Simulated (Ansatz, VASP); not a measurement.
## Two plane-wave programs on H

Contents of INCAR:

```
SYSTEM = H
PREC = Accurate
ENCUT = 520
EDIFF = 1E-6
ISMEAR = 0
SIGMA = 0.05
LREAL = .False.
LASPH = .True.
NELM = 100
ALGO = Normal
ISIF = 2
LWAVE = .False.
LCHARG = .False.
GGA = PE
NBANDS = 10
```

Contents of KPOINTS:

```
Automatic mesh
0
Gamma
  9 9 6
  0 0 0
```

Contents of POSCAR:

```
H
1.0
    3.9361336832      0.0000000000      0.0000000000
   -1.9680668416      3.4087917623      0.0000000000
    0.0000000000      0.0000000000      5.2989946275
H
4
Direct
    0.3333333333      0.6666666667      0.1764958800
    0.6666666667      0.3333333333      0.6764958800
    0.6666666667      0.3333333333      0.8235041200
    0.3333333333      0.6666666667      0.3235041200
```

Input for Ansatz:

```yaml
crystal:
  lattice:
    - [3.9361336832, 0.0, 0.0]
    - [-1.9680668416, 3.4087917623, 0.0]
    - [0.0, 0.0, 5.2989946275]
  atoms:
    - { symbol: H, position: [0.3333333333, 0.6666666667, 0.17649588] }
    - { symbol: H, position: [0.6666666667, 0.3333333333, 0.67649588] }
    - { symbol: H, position: [0.6666666667, 0.3333333333, 0.82350412] }
    - { symbol: H, position: [0.3333333333, 0.6666666667, 0.32350412] }
basis:
  ecutwfc: 420
kpoints:
  mp_grid: { grid: [9, 9, 6] }
hamiltonian:
  xc: pbe
scf:
  occupations: { method: gaussian, width: 0.05 }
output:
  forces: true
  stress: true
  eigenvalues: true
```

Change from the starting cell: strain +0.025 along x and y, +0.050 along z, atoms carried along.

Alike in both runs: task single point; functional PBE; k mesh 9 × 9 × 6; occupations gaussian, width 0.05 eV; no spin polarisation.

|  | VASP | Ansatz |
| --- | --- | --- |
| version | VASP 6.6.1 | Ansatz 0.2.0 |
| potentials or method | VASP PAW PBE potentials, release 64 (H), cutoff 520 eV | scalar-relativistic, plane waves, PAW |
| valence electrons in the cell | 4 | 4 |

Ansatz gave:

```
gap on the k mesh at the Fermi level (eV)                     : 8.99
least direct gap on the mesh (eV)                             : 8.99
pressure (GPa)                                                : -1.1
traceless stress, the component that is largest in VASP (GPa) : -2.10
rms of the force components (eV/Å)                            : 0.512
```

Task: Which values does VASP return?

Result: gap on the k mesh at the Fermi level (eV): 8.99; least direct gap on the mesh (eV): 8.99; pressure (GPa): -1.2; traceless stress, the component that is largest in VASP (GPa): -2.12; rms of the force components (eV/Å): 0.515.

Atom by atom the forces differ by 0.003 eV/Å (rms over components).
